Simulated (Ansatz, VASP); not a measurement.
# AlN in VASP and in Ansatz

```
Al N
1.0
     3.18896    0.00000    0.00000
    -1.59448    2.76172    0.00000
     0.00000    0.00000    5.10254
Al N
2 2
Direct
  0.33333 0.66667 0.00000
  0.66667 0.33333 0.50000
  0.33333 0.66667 0.38000
  0.66667 0.33333 0.88000
```

Alike in both runs: task single point; functional PBE; k mesh 12 × 12 × 4; no spin polarisation.

|  | VASP | Ansatz |
| --- | --- | --- |
| version | VASP 6.6.1 | Ansatz 0.2.0 |
| potentials or method | VASP PAW PBE potentials, release 64 (Al, N), cutoff 520 eV | plane waves, PAW |
| occupations | gaussian, width 0.01 eV | fixed |
| valence electrons in the cell | 16 | 16 |

|  | VASP | Ansatz | Ansatz less VASP |
| --- | --- | --- | --- |
| pressure (GPa) | -9.6 | -9.4 | +0.25 |
| traceless stress, the component that is largest in VASP (GPa) | 1.31 | 1.27 | -0.041 |

Ansatz's warnings: structure snapped to symmetry.
